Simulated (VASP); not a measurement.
Write the native input for VASP 6.6.1 that does the following.

```
Task                   : single point
Functional             : PBE
Potentials or basis    : VASP PAW PBE potentials, release 64 (Li_sv, Nb_sv, O)
Cutoff                 : 520 eV
k mesh                 : 6 × 6 × 6
Occupations            : gaussian, width 0.02 eV
Spin                   : no spin polarisation
Dipole correction      : no
Further INCAR settings : ALGO = Normal; EDIFF = 1e-06; NBANDS = 45
```

The structure of LiNbO3 lies in POSCAR:

```
LiNbO3
1.0
    2.5947509582      1.4980801642      4.6714922516
   -2.5947509582      1.4980801642      4.6714922516
    0.0000000000     -2.9961603283      4.6714922516
Li Nb O
2 2 6
Direct
    0.2816005589      0.2816005589      0.2816005589
    0.7816005589      0.7816005589      0.7816005589
    0.0004548850      0.0004548850      0.0004548850
    0.5004548850      0.5004548850      0.5004548850
    0.1104436164      0.3581702929      0.7211456467
    0.7211456467      0.1104436164      0.3581702929
    0.3581702929      0.7211456467      0.1104436164
    0.2211456467      0.8581702929      0.6104436164
    0.8581702929      0.6104436164      0.2211456467
    0.6104436164      0.2211456467      0.8581702929
```

The input as run:

INCAR

```
  ALGO = Normal
  EDIFF = 1E-6
  ENCUT = 520
  GGA = PE
  ISIF = 2
  ISMEAR = 0
  LASPH = True
  LCHARG = False
  LREAL = False
  LWAVE = False
  NBANDS = 45
  NELM = 80
  PREC = Accurate
  SIGMA = 0.02
```

KPOINTS

```
k-points
0
Gamma
  6 6 6
```

Potentials or basis: VASP PAW PBE potentials, release 64 (Li_sv, Nb_sv, O).

The run is started by

```sh
$ cat potpaw_PBE.64/Li_sv/POTCAR potpaw_PBE.64/Nb_sv/POTCAR potpaw_PBE.64/O/POTCAR > POTCAR
$ mpirun -np 1 vasp_std > vasp.out
```

Results of the run:

The largest force is 0.024 eV/Å and the band gap on the k mesh is 3.56 eV, indirect (least direct gap 3.57 eV).

Run time: 3.6 min on 1 thread of AMD EPYC 7R13 Processor (Zen 3), on a shared host, peak memory 0.29 GiB.
